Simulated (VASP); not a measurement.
Runs of VASP 6.6.1 on Hf. The structure is that of space group Pm-3m (No. 221), or close to it. The cells are those of the table. 

```csv
task,cell,cutoff (eV),gap on the mesh (eV),pressure (GPa)
relaxation of cell and atoms,"relaxed to 10 GPa from a = 2.910 Å, 1 atom",600,none,9.9
relaxation of cell and atoms,"relaxed from a = 2.910 Å, 1 atom",600,none,0.0
relaxation of cell and atoms,"relaxed to 20 GPa from a = 2.910 Å, 1 atom",600,none,20.0
single point,"a = 2.704 Å, 1 atom",520,none,19.4
single point,"a = 2.876 Å, 1 atom",520,none,-0.3
single point,"a = 2.774 Å, 1 atom",520,none,9.6
relaxation of cell and atoms,"relaxed to 5 GPa from a = 2.910 Å, 1 atom",600,none,4.9
single point,"a = 2.821 Å, 1 atom",520,none,(a)
```

Alike in all rows: level revPBE+D3(BJ); potentials or basis VASP PAW PBE potentials, release 64 (Hf_pv); no spin polarisation; k mesh 9 × 9 × 9; smearing fermi-dirac 0.1 eV.

Question: Estimate the missing entries.

Answer: (a) 4.6.

Caveats: the PAW data sets were made with another functional, which shifts forces and pressure a little; spin-orbit coupling is left out, which moves the levels of the heavy elements; pairwise dispersion overbinds metals, which lowers pressure and volume; the cell is relaxed towards a set pressure, so the enthalpy falls and the energy may rise (some runs).

A k mesh can miss the band edges, and the runs leave out spin-orbit coupling on Hf.

A gap of «none» marks levels without a gap at the run's occupations.
